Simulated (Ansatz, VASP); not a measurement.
**One calculation of CaZnBr4, two programs**

```xyz
6
Lattice="4.6891 -4.7052 0.0000 4.6891 4.7052 0.0000 0.0000 0.0000 4.0977" Properties=species:S:1:pos:R:3 pbc="T T T"
Ca    4.6891    0.0000    2.0489
Zn    0.0000    0.0000    0.0000
Br    4.6891   -2.9757    2.0489
Br    2.6906    0.0000    0.0000
Br    6.6876    0.0000    0.0000
Br    4.6891    2.9757    2.0489
```

Change from the starting cell: species swapped into the CaPbI4 type (Cmmm, No. 65).

Alike in both runs: functional PBE; k mesh 4 × 4 × 4; occupations gaussian, width 0.1 eV; no spin polarisation.

Ansatz relaxed the structure, and its values are those at the end. VASP's run is a single point on that final structure, the one shown.

```csv
,VASP,Ansatz
version,VASP 6.6.1,Ansatz 0.2.0
potentials or method,"VASP PAW PBE potentials, release 64 (Ca_sv, Zn, Br), cutoff 500 eV","scalar-relativistic, plane waves, PAW"
valence electrons in the cell,50,50
```

VASP gave:

- gap on the k mesh at the Fermi level (eV): 2.04
- least direct gap on the mesh (eV): 2.04
- pressure (GPa): -0.1
- rms of the force components (eV/Å): 0.014

Problem. Which values does Ansatz return?

Solution. gap on the k mesh at the Fermi level (eV): 2.05; least direct gap on the mesh (eV): 2.05; pressure (GPa): -0.1; rms of the force components (eV/Å): 0.016.
